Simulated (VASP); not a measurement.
# LiCl (Fm-3m) in VASP: notebook

LiCl is run at these levels: PBE+D4, revPBE+D3(BJ), PBE+D3(BJ), RPBE; tasks: single point.

Program: VASP 6.6.1. These are calculated values, not measurements. Logs are shortened: lines on timing, memory, paths and dates and some standing lists are left out, and cuts for length are marked.

### Step 1. The cell of the first run

The structure is cubic, space group Fm-3m (No. 225). Conventional cell: a = 5.088 Å, b = 5.088 Å, c = 5.088 Å, α = 90.00°, β = 90.00°, γ = 90.00°. Li (site symmetry m-3m) has 6 Cl at 2.54 Å within 3.4 Å. Cl (site symmetry m-3m) has 6 Li at 2.54 Å within 3.4 Å.

### Step 2. Single point, PBE+D4

INCAR reads:

```
ALGO     = Normal         # electronic algorithm
EDIFF    = 1E-7           # SCF threshold, eV
ENCUT    = 520            # plane-wave cutoff, eV
GGA      = PE             # functional
ISIF     = 2              # what is computed and relaxed
ISMEAR   = 0              # smearing method
IVDW     = 13             # dispersion correction
LASPH    = True           # aspherical terms in the spheres
LCHARG   = False          # write CHGCAR
LREAL    = False          # projectors in reciprocal space
LWAVE    = False          # write WAVECAR
NBANDS   = 12             # bands
NELM     = 60             # most SCF steps
PREC     = Accurate       # precision mode
SIGMA    = 0.01           # smearing width, eV
```

KPOINTS reads:

```
k-points
0
Gamma
  6 6 6
```

POSCAR reads:

```
LiCl
1.0
    0.0000000000      2.5440540936      2.5440540936
    2.5440540936      0.0000000000      2.5440540936
    2.5440540936      2.5440540936      0.0000000000
Li Cl
1 1
Direct
    0.0000000000      0.0000000000      0.0000000000
    0.5000000000      0.5000000000      0.5000000000
```

Potentials or basis: VASP PAW PBE potentials, release 64 (Li_sv, Cl).

Run with:

```console
cat potpaw_PBE.64/Li_sv/POTCAR potpaw_PBE.64/Cl/POTCAR > POTCAR
mpirun -np 1 vasp_std > vasp.out
```

OUTCAR:

```text
EDIFF = 1E-7
   ENCUT = 520
   GGA = PE
   ISIF = 2
   ISMEAR = 0
   IVDW = 13
   LASPH = True
   LREAL = False
   NELM = 60
   PREC = Accurate

 ion  position               nearest neighbor table
   1  0.000  0.000  0.000-   2 2.54   2 2.54   2 2.54   2 2.54   2 2.54   2 2.54
   2  0.500  0.500  0.500-   1 2.54   1 2.54   1 2.54   1 2.54   1 2.54   1 2.54

  LATTYP: Found a face centered cubic cell.
 ALAT       =     5.0881081872

  Lattice vectors:

 A1 = (   0.0000000000,   2.5440540936,   2.5440540936)
 A2 = (   2.5440540936,   0.0000000000,   2.5440540936)
 A3 = (   2.5440540936,   2.5440540936,   0.0000000000)

Analysis of symmetry for initial positions (statically):
=====================================================================
 Subroutine PRICEL returns:
 Original cell was already a primitive cell.

 Routine SETGRP: Setting up the symmetry group for a
 face centered cubic supercell.

 Subroutine GETGRP returns: Found 48 space group operations
 (whereof 48 operations were pure point group operations)
 out of a pool of 48 trial point group operations.

The static configuration has the point symmetry O_h .

Analysis of symmetry for dynamics (positions and initial velocities):
=====================================================================
 Subroutine PRICEL returns:
 Original cell was already a primitive cell.

 Routine SETGRP: Setting up the symmetry group for a
 face centered cubic supercell.

 Subroutine GETGRP returns: Found 48 space group operations
 (whereof 48 operations were pure point group operations)
 out of a pool of 48 trial point group operations.

The dynamic configuration has the point symmetry O_h .

 Subroutine INISYM returns: Found 48 space group operations
 (whereof 48 operations are pure point group operations),
 and found     1 'primitive' translations

----------------------------------------------------------------------------------------

                                     Primitive cell

  volume of cell :      32.9313

  direct lattice vectors                    reciprocal lattice vectors
     0.000000000  2.544054094  2.544054094    -0.196536702  0.196536702  0.196536702
     2.544054094  0.000000000  2.544054094     0.196536702 -0.196536702  0.196536702
     2.544054094  2.544054094  0.000000000     0.196536702  0.196536702 -0.196536702

  length of vectors
     3.597835803  3.597835803  3.597835803     0.340411553  0.340411553  0.340411553

  position of ions in fractional coordinates (direct lattice)
     0.000000000  0.000000000  0.000000000
     0.500000000  0.500000000  0.500000000

  ion indices of the primitive-cell ions
   primitive index   ion index
                 1           1
                 2           2

----------------------------------------------------------------------------------------

 KPOINTS: k-points

Automatic generation of k-mesh.
 Grid dimensions read from file:
 generate k-points for:    6    6    6

 Generating k-lattice:

  Cartesian coordinates                     Fractional coordinates (reciprocal lattice)
    -0.032756117  0.032756117  0.032756117     0.166666667  0.000000000  0.000000000
     0.032756117 -0.032756117  0.032756117     0.000000000  0.166666667  0.000000000
     0.032756117  0.032756117 -0.032756117     0.000000000  0.000000000  0.166666667

  Length of vectors
     0.056735259  0.056735259  0.056735259

  Shift w.r.t. Gamma in fractional coordinates (k-lattice)
     0.000000000  0.000000000  0.000000000

 Subroutine IBZKPT returns following result:
 ===========================================

 Found     16 irreducible k-points:

 Following reciprocal coordinates:
            Coordinates               Weight
  0.000000  0.000000  0.000000      1.000000
  0.166667  0.000000  0.000000      8.000000
  0.333333  0.000000  0.000000      8.000000
  0.500000  0.000000  0.000000      4.000000
  0.166667  0.166667  0.000000      6.000000
  0.333333  0.166667  0.000000     24.000000
[... 8 lines left out ...]
 -0.333333  0.333333  0.166667     24.000000
 -0.333333  0.500000  0.166667     12.000000
   k-points           NKPTS =     16   k-points in BZ     NKDIM =     16   number of bands    NBANDS=     12
   number of dos      NEDOS =    301   number of ions     NIONS =      2
   total plane-waves  NPLWV =  21952
   dimension x,y,z NGX =    28 NGY =   28 NGZ =   28
   dimension x,y,z NGXF=    56 NGYF=   56 NGZF=   56
   ions per type =               1   1
   NGX,Y,Z   is equivalent  to a cutoff of  12.94, 12.94, 12.94 a.u.
   NGXF,Y,Z  is equivalent  to a cutoff of  25.88, 25.88, 25.88 a.u.
 SYSTEM =  unknown system
   PREC   = accura    normal or accurate (medium, high low for compatibility)
   ISTART =      0    job   : 0-new  1-cont  2-samecut
   ICHARG =      2    charge: 1-file 2-atom 10-const
   ISPIN  =      1    spin polarized calculation?
   LNONCOLLINEAR =      F non collinear calculations
   LSORBIT =      F    spin-orbit coupling
   LASPH  =      T    aspherical Exc in radial PAW
   ENCUT  =  520.0 eV  38.22 Ry    6.18 a.u.   6.69  6.69  6.69*2*pi/ulx,y,z
   NELM   =     60;   NELMIN=  2; NELMDL= -5     # of ELM steps
   EDIFF  = 0.1E-06   stopping-criterion for ELM
   LREAL  =      F    real-space projection
   EDIFFG = 0.1E-05   stopping-criterion for IOM
   NSW    =      0    number of steps for IOM
   IBRION =     -1    ionic relax: 0-MD 1-quasi-New 2-CG
   NFREE  =      0    steps in history (QN), initial steepest desc. (CG)
   ISIF   =      2    stress and relaxation
   ISYM   =      2    0-nonsym 1-usesym 2-fastsym
   POTIM  = 0.5000    time-step for ionic-motion
   TEBEG  =    0.0;   TEEND  =   0.0 temperature during run
   PSTRESS=    0.0 pullay stress
   NELECT =      10.0000    total number of electrons
   NUPDOWN=      -1.0000    fix difference up-down
   EMIN   =  10.00;   EMAX   =-10.00  energy-range for DOS
   EFERMI =   0.00;   METHOD = LEGACY
   ISMEAR =     0;   SIGMA  =   0.01  broadening in eV -4-tet -1-fermi 0-gaus
   EFERMI_NEDOS =   21; number of points for ismear=-14 and -15
   IALGO  =     38    algorithm
   IMIX   =      4    mixing-type and parameters
     AMIX     =   0.40;   BMIX     =  1.00
     AMIX_MAG =   1.60;   BMIX_MAG =  1.00
  volume/ion in A,a.u.               =      16.47       111.12
  Fermi-wavevector in a.u.,A,eV,Ry     =   1.100369  2.079397 16.474107  1.210813
  Thomas-Fermi vector in A             =   2.236779
   LORBIT       =      0    0 simple, 1 ext, 2 COOP (PROOUT), +10 PAW based schemes
   GGA     = PE    functional components
   LHFCALC =     F    Hartree Fock is set to
   AEXX    =    0.0000 exact exchange contribution
   IVDW    =    13    specifies the selected vdW correction
   LEPSILON=     F    determine dielectric tensor
   LRPA    =     F    only Hartree local field effects (RPA)
 non-spin polarized calculation
 Gauss-broadening in eV      SIGMA  =   0.01
  energy-cutoff  :      520.00
  volume of cell :       32.93
 maximum number of plane-waves:       911
   NGX = 13   NGY = 13   NGZ = 13

 number of electron      10.0000000 magnetization

 number of electron       9.9999999 magnetization

 Free energy of the ion-electron system (eV)
  ---------------------------------------------------
  ext. energy  EPLUGINS =         0.00000000
  ---------------------------------------------------
  free energy    TOTEN  =        -7.38157217 eV

  energy without entropy =       -7.38157217  energy(sigma->0) =       -7.38157217

 E-fermi :   0.9438     XC(G=0):  -8.8362

 val. band max:        0.7651025073   @ k =   0.0000   0.0000   0.0000
 cond. band min:       7.2478873475   @ k =   0.0000   0.0000   0.0000
 fundamental gap:      6.4827848402
 Fermi energy:         0.9437608558

 k-point     1 :       0.0000    0.0000    0.0000
  band No.  band energies     occupation
      1     -42.7163      2.00000
      2     -12.7185      2.00000
      3       0.7651      2.00000
      4       0.7651      2.00000
      5       0.7651      2.00000
      6       7.2479      0.00000
      7      12.7230      0.00000
      8      12.7230      0.00000
      9      12.7230      0.00000
     10      15.4408      0.00000
     11      15.4577      0.00000
     12      15.4596      0.00000

 k-point     2 :       0.1667    0.0000    0.0000
  band No.  band energies     occupation
      1     -42.7156      2.00000
      2     -12.5813      2.00000
      3      -0.1225      2.00000
      4       0.6927      2.00000
      5       0.6927      2.00000
      6       7.9261      0.00000
      7      11.7273      0.00000
      8      12.3098      0.00000
      9      12.3098      0.00000
     10      14.0114      0.00000
     11      14.0114      0.00000
     12      16.0911      0.00000

 k-point     3 :       0.3333    0.0000    0.0000
  band No.  band energies     occupation
      1     -42.7140      2.00000
      2     -12.2815      2.00000
      3      -1.5316      2.00000
      4       0.5598      2.00000
      5       0.5598      2.00000
      6       7.8799      0.00000
      7      10.8276      0.00000
      8      10.8276      0.00000
      9      12.6633      0.00000
     10      15.9284      0.00000
     11      15.9284      0.00000
     12      16.9217      0.00000
[... 166 lines left out ...]
 k-point    15 :      -0.3333    0.3333    0.1667
  band No.  band energies     occupation
      1     -42.7125      2.00000
      2     -11.9299      2.00000
      3      -1.6895      2.00000
      4      -1.0373      2.00000
      5      -0.0513      2.00000
      6       9.7365      0.00000
      7      10.1760      0.00000
      8      11.7933      0.00000
      9      12.0487      0.00000
     10      16.0972      0.00000
     11      16.9686      0.00000
     12      19.3475      0.00000

 k-point    16 :      -0.3333    0.5000    0.1667
  band No.  band energies     occupation
      1     -42.7123      2.00000
      2     -11.8616      2.00000
      3      -1.8631      2.00000
      4      -0.9567      2.00000
      5      -0.3461      2.00000
      6       9.5714      0.00000
      7      10.1916      0.00000
      8      12.2079      0.00000
      9      12.3386      0.00000
     10      15.8792      0.00000
     11      18.1448      0.00000
     12      19.5341      0.00000

------------------------ aborting loop because EDIFF is reached ----------------------------------------

  DFT-D4 for vdW energy calculation

  Edisp (eV):   -0.24975

  FORCE on cell =-STRESS in cart. coord.  units (eV):
  Direction    XX          YY          ZZ          XY          YZ          ZX
  --------------------------------------------------------------------------------------
  -------------------------------------------------------------------------------------
  Total      -0.02162    -0.02162    -0.02162     0.00000     0.00000     0.00000
  in kB      -1.05167    -1.05167    -1.05167     0.00000     0.00000     0.00000
  external pressure =       -1.05 kB  Pullay stress =        0.00 kB

 VOLUME and BASIS-vectors are now :
 -----------------------------------------------------------------------------
  energy-cutoff  :      520.00
  volume of cell :       32.93
      direct lattice vectors                 reciprocal lattice vectors
     0.000000000  2.544054094  2.544054094    -0.196536702  0.196536702  0.196536702
     2.544054094  0.000000000  2.544054094     0.196536702 -0.196536702  0.196536702
     2.544054094  2.544054094  0.000000000     0.196536702  0.196536702 -0.196536702

 POSITION                                       TOTAL-FORCE (eV/Angst)
 -----------------------------------------------------------------------------------
      0.00000      0.00000      0.00000        -0.000000      0.000000     -0.000000
      2.54405      2.54405      2.54405         0.000000     -0.000000      0.000000
 -----------------------------------------------------------------------------------
    total drift:                                0.000000      0.000000      0.000000

  FREE ENERGIE OF THE ION-ELECTRON SYSTEM (eV)
  ---------------------------------------------------
  free  energy   TOTEN  =        -7.6313256176 eV

  energy  without entropy=       -7.6313256176  energy(sigma->0) =       -7.63132562
```

It took 8.4 s on 1 thread of Intel Xeon Platinum 8259CL at 2.50GHz (Skylake/Cascade Lake), shared host; peak memory 0.14 GiB.

What came out:

```
Free energy                : -7.6313 eV
Band gap on the k mesh     : 6.48 eV, direct
Dispersion energy per atom : -0.125 eV
```

Caveat: the cutoff is under 1.25 times the usual one of these potentials, so pressure, stress and relaxed cells hold a basis-set (Pulay) error. A k mesh can miss the band edges.

### Step 3. Single point, revPBE+D3(BJ)

This run uses another cell than the first one, of 15.69 Å³/atom, 0.953 times its volume.

INCAR reads:

```
PREC = Accurate
ENCUT = 520
EDIFF = 1E-6
ISMEAR = 0
SIGMA = 0.01
LREAL = F
LASPH = T
NELM = 60
ALGO = Normal
ISIF = 2
LWAVE = F
LCHARG = T
GGA = RE
IVDW = 12
LELF = T
LVHAR = T
NBANDS = 12
```

KPOINTS reads:

```
Automatic mesh
0
Gamma
  6 6 6
```

POSCAR reads:

```
LiCl
1.0
    0.0000000000      2.5034904372      2.5034904372
    2.5034904372      0.0000000000      2.5034904372
    2.5034904372      2.5034904372      0.0000000000
Li Cl
1 1
Direct
    0.0000000000      0.0000000000      0.0000000000
    0.5000000000      0.5000000000      0.5000000000
```

Potentials or basis: VASP PAW PBE potentials, release 64 (Li_sv, Cl).

Run with:

```console
cat potpaw_PBE.64/Li_sv/POTCAR potpaw_PBE.64/Cl/POTCAR > POTCAR
mpirun -np 1 vasp_std > vasp.out
```

OUTCAR:

```text
PREC = Accurate
   ENCUT = 520
   EDIFF = 1E-6
   ISMEAR = 0
   LREAL = F
   LASPH = T
   NELM = 60
   ISIF = 2
   GGA = RE
   IVDW = 12
 IVDW          = 12

 ion  position               nearest neighbor table
   1  0.000  0.000  0.000-   2 2.50   2 2.50   2 2.50   2 2.50   2 2.50   2 2.50
   2  0.500  0.500  0.500-   1 2.50   1 2.50   1 2.50   1 2.50   1 2.50   1 2.50

  LATTYP: Found a face centered cubic cell.
 ALAT       =     5.0069808744

  Lattice vectors:

[... 418 lines left out ...]

------------------------ aborting loop because EDIFF is reached ----------------------------------------

 Edisp (eV)   -0.96442

 E8    (eV) :    -0.6334

  FORCE on cell =-STRESS in cart. coord.  units (eV):
  Direction    XX          YY          ZZ          XY          YZ          ZX
  --------------------------------------------------------------------------------------
  -------------------------------------------------------------------------------------
  Total      -0.03572    -0.03572    -0.03572     0.00000     0.00000     0.00000
  in kB      -1.82391    -1.82391    -1.82391     0.00000     0.00000     0.00000
  external pressure =       -1.82 kB  Pullay stress =        0.00 kB

 VOLUME and BASIS-vectors are now :
 -----------------------------------------------------------------------------
  energy-cutoff  :      520.00
  volume of cell :       31.38
      direct lattice vectors                 reciprocal lattice vectors
     0.000000000  2.503490437  2.503490437    -0.199721154  0.199721154  0.199721154
     2.503490437  0.000000000  2.503490437     0.199721154 -0.199721154  0.199721154
     2.503490437  2.503490437  0.000000000     0.199721154  0.199721154 -0.199721154

 POSITION                                       TOTAL-FORCE (eV/Angst)
 -----------------------------------------------------------------------------------
      0.00000      0.00000      0.00000         0.000000     -0.000000      0.000000
      2.50349      2.50349      2.50349        -0.000000      0.000000     -0.000000
 -----------------------------------------------------------------------------------
    total drift:                                0.000000      0.000000      0.000000

  FREE ENERGIE OF THE ION-ELECTRON SYSTEM (eV)
  ---------------------------------------------------
  free  energy   TOTEN  =        -7.9232067334 eV

  energy  without entropy=       -7.9232067334  energy(sigma->0) =       -7.92320673
```

OSZICAR:

```text
N       E                     dE             d eps       ncg     rms          rms(c)
DAV:   1     0.401991464521E+02    0.40199E+02   -0.42125E+03   384   0.794E+02
DAV:   2    -0.456923252476E+01   -0.44768E+02   -0.42596E+02   480   0.142E+02
DAV:   3    -0.695462949502E+01   -0.23854E+01   -0.23773E+01   524   0.338E+01
DAV:   4    -0.700708604957E+01   -0.52457E-01   -0.52447E-01   520   0.498E+00
DAV:   5    -0.700755953636E+01   -0.47349E-03   -0.47348E-03   500   0.425E-01    0.270E+00
DAV:   6    -0.694644446864E+01    0.61115E-01   -0.13590E-01   480   0.182E+00    0.199E+00
DAV:   7    -0.695291965834E+01   -0.64752E-02   -0.55686E-02   520   0.132E+00    0.103E+00
DAV:   8    -0.695871056955E+01   -0.57909E-02   -0.92761E-03   444   0.684E-01    0.149E-01
DAV:   9    -0.695868781313E+01    0.22756E-04   -0.17147E-04   476   0.906E-02    0.557E-02
DAV:  10    -0.695877117311E+01   -0.83360E-04   -0.20498E-04   448   0.100E-01    0.596E-02
DAV:  11    -0.695878136326E+01   -0.10190E-04   -0.11966E-05   536   0.234E-02    0.265E-03
DAV:  12    -0.695878303692E+01   -0.16737E-05   -0.56615E-07   436   0.581E-03    0.555E-03
DAV:  13    -0.695878288325E+01    0.15366E-06   -0.17583E-07   260   0.308E-03
   1 F= -.79232067E+01 E0= -.79232067E+01  d E =0.000000E+00
```

It took 7.3 s on 1 thread of Intel Xeon Platinum 8259CL at 2.50GHz (Skylake/Cascade Lake), shared host; peak memory 0.15 GiB.

Results:

* Free energy: -7.9232 eV
* Band gap on the k mesh: 6.97 eV, direct
* Dispersion energy per atom: -0.482 eV

Levels at points of the mesh, in eV from the valence-band top:
```
           k point  band 3  band 4  band 5  band 6  band 7  band 8
(0.00, 0.00, 0.00)    0.00    0.00    0.00    6.97   12.06   12.06
(0.50, 0.00, 0.00)   -3.08   -0.29   -0.29    7.00    9.68    9.68
(0.50, 0.50, 0.00)   -3.19   -1.23   -1.23    8.19    8.29   13.27
```

Caveat: the cutoff is under 1.25 times the usual one of these potentials, so pressure, stress and relaxed cells hold a basis-set (Pulay) error; the PAW data sets were made with another functional, which shifts forces and pressure a little.

(Continued in part 2 of 2.)
